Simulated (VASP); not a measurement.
# Ca (I4/mmm) in VASP: single point with r2SCAN

Aim: the single point of Ca with r2SCAN.

All numbers are computed with VASP 6.6.1; they aren't measurements. Logs are shortened: lines on timing, memory, paths and dates and some standing lists are left out, and cuts for length are marked.

**1. The cell of the first run**

The structure is tetragonal, space group I4/mmm (No. 139). The conventional cell has a = 4.480 Å, b = 4.480 Å, c = 4.659 Å, α = 90.00°, β = 90.00°, γ = 90.00°. Ca (site symmetry 4/mmm) has 14 Ca at 3.93 to 4.66 Å within 5.2 Å.

**2. Single point, r2SCAN (strain +0.0400 x Voigt [0, 0, 1, 0, 0, 0])**

POSCAR

```
Ca
1.0
   -2.2400000000      2.2400000000      2.3296000000
    2.2400000000     -2.2400000000      2.3296000000
    2.2400000000      2.2400000000     -2.3296000000
Ca
1
Direct
    0.0000000000      0.0000000000      0.0000000000
```

INCAR.step1

```
SYSTEM = Ca
ALGO = Normal ; EDIFF = 1E-4
ENCUT = 520 ; GGA = PE
ISMEAR = 0 ; LASPH = .TRUE.
LCHARG = .FALSE. ; LREAL = .FALSE.
LWAVE = .TRUE. ; NBANDS = 11
NELM = 100 ; PREC = Accurate
SIGMA = 0.15
```

INCAR.step2

```
SYSTEM = Ca
ALGO = Normal ; EDIFF = 1E-7
ENCUT = 520 ; ISIF = 2
ISMEAR = 0 ; ISTART = 1
LASPH = .TRUE. ; LCHARG = .FALSE.
LMIXTAU = .TRUE. ; LREAL = .FALSE.
LWAVE = .FALSE. ; METAGGA = R2SCAN
NBANDS = 11 ; NELM = 100
PREC = Accurate ; SIGMA = 0.15
```

KPOINTS

```
k-points
0
G
  16 16 16
  0 0 0
```

Potentials or basis: VASP PAW PBE potentials, release 64 (Ca_sv).

Run with:

```
> cat potpaw_PBE.64/Ca_sv/POTCAR > POTCAR
> cp INCAR.step1 INCAR
> mpirun -np 1 vasp_std > vasp.out
> cp INCAR.step2 INCAR
> mpirun -np 1 vasp_std > vasp.out
```

OUTCAR:

```text
SYSTEM = Ca
   EDIFF = 1E-7
   ENCUT = 520
   ISIF = 2
   ISMEAR = 0
   ISTART = 1
   LASPH = .TRUE.
   LREAL = .FALSE.
   METAGGA = R2SCAN
   NELM = 100
   PREC = Accurate

 ion  position               nearest neighbor table
   1  0.000  0.000  0.000-

  LATTYP: Found a body centered tetragonal cell.
 ALAT       =     4.4800000000
 C/A-ratio  =     1.0400000000

  Lattice vectors:

 A1 = (  -2.2400000000,   2.2400000000,   2.3296000000)
 A2 = (   2.2400000000,  -2.2400000000,   2.3296000000)
 A3 = (   2.2400000000,   2.2400000000,  -2.3296000000)

Analysis of symmetry for initial positions (statically):
=====================================================================
 Subroutine PRICEL returns:
 Original cell was already a primitive cell.

 Routine SETGRP: Setting up the symmetry group for a
 body centered tetragonal supercell.

 Subroutine GETGRP returns: Found 16 space group operations
 (whereof 16 operations were pure point group operations)
 out of a pool of 16 trial point group operations.

The static configuration has the point symmetry D_4h.

Analysis of symmetry for dynamics (positions and initial velocities):
=====================================================================
 Subroutine PRICEL returns:
 Original cell was already a primitive cell.

 Routine SETGRP: Setting up the symmetry group for a
 body centered tetragonal supercell.

 Subroutine GETGRP returns: Found 16 space group operations
 (whereof 16 operations were pure point group operations)
 out of a pool of 16 trial point group operations.

The dynamic configuration has the point symmetry D_4h.

 Subroutine INISYM returns: Found 16 space group operations
 (whereof 16 operations are pure point group operations),
 and found     1 'primitive' translations

----------------------------------------------------------------------------------------

                                     Primitive cell

  volume of cell :      46.7560

  direct lattice vectors                    reciprocal lattice vectors
    -2.240000000  2.240000000  2.329600000     0.000000000  0.223214286  0.214629121
     2.240000000 -2.240000000  2.329600000     0.223214286  0.000000000  0.214629121
     2.240000000  2.240000000 -2.329600000     0.223214286  0.223214286  0.000000000

  length of vectors
     3.932205000  3.932205000  3.932205000     0.309661552  0.309661552  0.315672670

  position of ions in fractional coordinates (direct lattice)
     0.000000000  0.000000000  0.000000000

  ion indices of the primitive-cell ions
   primitive index   ion index
                 1           1

----------------------------------------------------------------------------------------

 KPOINTS: k-points

Automatic generation of k-mesh.
 Grid dimensions read from file:
 generate k-points for:   16   16   16

 Generating k-lattice:

  Cartesian coordinates                     Fractional coordinates (reciprocal lattice)
     0.000000000  0.013950893  0.013414320     0.062500000  0.000000000  0.000000000
     0.013950893  0.000000000  0.013414320     0.000000000  0.062500000  0.000000000
     0.013950893  0.013950893  0.000000000     0.000000000  0.000000000  0.062500000

  Length of vectors
     0.019353847  0.019353847  0.019729542

  Shift w.r.t. Gamma in fractional coordinates (k-lattice)
     0.000000000  0.000000000  0.000000000

 Subroutine IBZKPT returns following result:
 ===========================================

 Found    349 irreducible k-points:

 Following reciprocal coordinates:
            Coordinates               Weight
  0.000000  0.000000  0.000000      1.000000
  0.062500  0.000000  0.000000      8.000000
  0.125000  0.000000  0.000000      8.000000
  0.187500  0.000000  0.000000      8.000000
  0.250000  0.000000  0.000000      8.000000
  0.312500  0.000000  0.000000      8.000000
[... 16 lines left out ...]
 -0.125000  0.062500  0.000000     16.000000
 -0.062500  0.062500  0.000000      4.000000
 [... further k-points ...]
   k-points           NKPTS =    349   k-points in BZ     NKDIM =    349   number of bands    NBANDS=     11
   number of dos      NEDOS =    301   number of ions     NIONS =      1
   total plane-waves  NPLWV =  27000
   dimension x,y,z NGX =    30 NGY =   30 NGZ =   30
   dimension x,y,z NGXF=    60 NGYF=   60 NGZF=   60
   ions per type =               1
   NGX,Y,Z   is equivalent  to a cutoff of  12.68, 12.68, 12.68 a.u.
   NGXF,Y,Z  is equivalent  to a cutoff of  25.37, 25.37, 25.37 a.u.
 SYSTEM =  Ca
   PREC   = accura    normal or accurate (medium, high low for compatibility)
   ISTART =      1    job   : 0-new  1-cont  2-samecut
   ICHARG =      0    charge: 1-file 2-atom 10-const
   ISPIN  =      1    spin polarized calculation?
   LNONCOLLINEAR =      F non collinear calculations
   LSORBIT =      F    spin-orbit coupling
   LASPH  =      T    aspherical Exc in radial PAW
   ENCUT  =  520.0 eV  38.22 Ry    6.18 a.u.   7.31  7.31  7.31*2*pi/ulx,y,z
   NELM   =    100;   NELMIN=  2; NELMDL=  0     # of ELM steps
   EDIFF  = 0.1E-06   stopping-criterion for ELM
   LREAL  =      F    real-space projection
   EDIFFG = 0.1E-05   stopping-criterion for IOM
   NSW    =      0    number of steps for IOM
   IBRION =     -1    ionic relax: 0-MD 1-quasi-New 2-CG
   NFREE  =      0    steps in history (QN), initial steepest desc. (CG)
   ISIF   =      2    stress and relaxation
   ISYM   =      2    0-nonsym 1-usesym 2-fastsym
   POTIM  = 0.5000    time-step for ionic-motion
   TEBEG  =    0.0;   TEEND  =   0.0 temperature during run
   PSTRESS=    0.0 pullay stress
   NELECT =      10.0000    total number of electrons
   NUPDOWN=      -1.0000    fix difference up-down
   EMIN   =  10.00;   EMAX   =-10.00  energy-range for DOS
   EFERMI =   0.00;   METHOD = LEGACY
   ISMEAR =     0;   SIGMA  =   0.15  broadening in eV -4-tet -1-fermi 0-gaus
   EFERMI_NEDOS =   21; number of points for ismear=-14 and -15
   IALGO  =     38    algorithm
   IMIX   =      4    mixing-type and parameters
     AMIX     =   0.40;   BMIX     =  1.00
     AMIX_MAG =   1.60;   BMIX_MAG =  1.00
  volume/ion in A,a.u.               =      46.76       315.53
  Fermi-wavevector in a.u.,A,eV,Ry     =   0.979029  1.850097 13.041163  0.958498
  Thomas-Fermi vector in A             =   2.109851
   LORBIT       =      0    0 simple, 1 ext, 2 COOP (PROOUT), +10 PAW based schemes
   METAGGA = R2SCAN    functional components
   LHFCALC =     F    Hartree Fock is set to
   AEXX    =    0.0000 exact exchange contribution
   IVDW    =     0    specifies the selected vdW correction
   LEPSILON=     F    determine dielectric tensor
   LRPA    =     F    only Hartree local field effects (RPA)
 non-spin polarized calculation
 Gauss-broadening in eV      SIGMA  =   0.15
  energy-cutoff  :      520.00
  volume of cell :       46.76
 maximum number of plane-waves:      1285
 NGX is ok and might be reduce to    30
   NGX = 15   NGY = 15   NGZ = 15

 number of electron       9.9999999 magnetization

 Free energy of the ion-electron system (eV)
  ---------------------------------------------------
  ext. energy  EPLUGINS =         0.00000000
  ---------------------------------------------------
  free energy    TOTEN  =        -7.01281016 eV

  energy without entropy =       -6.99788776  energy(sigma->0) =       -7.00534896

 E-fermi :   1.6498     XC(G=0):  -7.8898

 val. band max:        1.6456683736   @ k =   0.3750   0.3750   0.1250
 cond. band min:       1.6578449215   @ k =  -0.3125  -0.3750   0.0625
 fundamental gap:      0.0121765479
 Fermi energy:         1.6497890815

 k-point     1 :       0.0000    0.0000    0.0000
  band No.  band energies     occupation
      1     -42.4344      2.00000
      2     -22.4705      2.00000
      3     -22.4705      2.00000
      4     -22.4678      2.00000
      5      -2.4889      2.00000
      6       4.1134      0.00000
      7       4.1134      0.00000
      8       4.2783      0.00000
      9       5.0507      0.00000
     10       5.2486      0.00000
     11      11.6754      0.00000

 k-point     2 :       0.0625    0.0000    0.0000
  band No.  band energies     occupation
      1     -42.4340      2.00000
      2     -22.4735      2.00000
      3     -22.4717      2.00000
      4     -22.4686      2.00000
      5      -2.4207      2.00000
      6       4.0870      0.00000
      7       4.1088      0.00000
      8       4.2904      0.00000
      9       5.0119      0.00000
     10       5.2338      0.00000
     11      11.6297      0.00000

 k-point     3 :       0.1250    0.0000    0.0000
  band No.  band energies     occupation
      1     -42.4330      2.00000
      2     -22.4844      2.00000
      3     -22.4753      2.00000
      4     -22.4688      2.00000
      5      -2.2183      2.00000
      6       3.9743      0.00000
      7       4.0276      0.00000
      8       4.4024      0.00000
      9       4.9292      0.00000
     10       5.2142      0.00000
     11      11.1927      0.00000

 k-point     4 :       0.1875    0.0000    0.0000
  band No.  band energies     occupation
      1     -42.4314      2.00000
      2     -22.5010      2.00000
      3     -22.4807      2.00000
      4     -22.4687      2.00000
      5      -1.8882      2.00000
      6       3.7195      0.00000
      7       3.8762      0.00000
      8       4.6269      0.00000
      9       4.8915      0.00000
     10       5.2109      0.00000
     11      10.2722      0.00000
[... 239 lines left out ...]
 k-point    22 :      -0.1875    0.0625   -0.0000
  band No.  band energies     occupation
      1     -42.4320      2.00000
      2     -22.4951      2.00000
      3     -22.4771      2.00000
      4     -22.4704      2.00000
      5      -2.0112      2.00000
      6       3.8219      0.00000
      7       3.9467      0.00000
      8       4.5138      0.00000
      9       4.9098      0.00000
     10       5.2039      0.00000
     11      10.7695      0.00000

 k-point    23 :      -0.1250    0.0625    0.0000
  band No.  band energies     occupation
      1     -42.4333      2.00000
      2     -22.4816      2.00000
      3     -22.4724      2.00000
      4     -22.4702      2.00000
      5      -2.2800      2.00000
      6       3.9901      0.00000
      7       4.1095      0.00000
      8       4.3171      0.00000
      9       5.0032      0.00000
     10       5.1777      0.00000
     11      11.5263      0.00000

 k-point    24 :      -0.0625    0.0625    0.0000
  band No.  band energies     occupation
      1     -42.4340      2.00000
      2     -22.4743      2.00000
      3     -22.4705      2.00000
      4     -22.4692      2.00000
      5      -2.4180      2.00000
      6       4.0646      0.00000
      7       4.1632      0.00000
      8       4.2476      0.00000
      9       5.0556      0.00000
     10       5.1973      0.00000
     11      11.7525      0.00000

 [... further k-points ...]
[... 5 lines left out ...]
  --------------------------------------------------------------------------------------
  -------------------------------------------------------------------------------------
  Total       -0.3459212     -0.3459212     -0.3405740      0.0000000      0.0000000      0.0000000
  in kB      -11.8536032    -11.8536032    -11.6703718      0.0000000      0.0000000      0.0000000
  external PRESSURE =     -11.7925260 kB  Pullay stress =       0.0000000 kB

 VOLUME and BASIS-vectors are now :
 -----------------------------------------------------------------------------
  energy-cutoff  :      520.00
  volume of cell :       46.76
      direct lattice vectors                 reciprocal lattice vectors
    -2.240000000  2.240000000  2.329600000     0.000000000  0.223214286  0.214629121
     2.240000000 -2.240000000  2.329600000     0.223214286  0.000000000  0.214629121
     2.240000000  2.240000000 -2.329600000     0.223214286  0.223214286  0.000000000

 POSITION                                       TOTAL-FORCE (eV/Angst)
 -----------------------------------------------------------------------------------
      0.00000      0.00000      0.00000         0.000000      0.000000     -0.000000
 -----------------------------------------------------------------------------------
    total drift:                               -0.000000     -0.000000      0.000000

  FREE ENERGIE OF THE ION-ELECTRON SYSTEM (eV)
  ---------------------------------------------------
  free  energy   TOTEN  =        -7.0128101619 eV

  energy  without entropy=       -6.9978877552  energy(sigma->0) =       -7.00534896
```

Run time: 6.8 min. Hardware: 1 thread of Intel Xeon Platinum 8488C (Sapphire Rapids), shared host; peak memory 0.31 GiB.

Results:

```
Free energy            : -7.0128 eV
Pressure               : -1.2 GPa
Band gap on the k mesh : zero (bands 5 and 6 overlap by 0.61 eV)
```

Caveat: the cell differs from its parent crystal (strain +0.0400 x Voigt [0, 0, 1, 0, 0, 0]); the PAW data sets were made with another functional, which shifts forces and pressure a little.
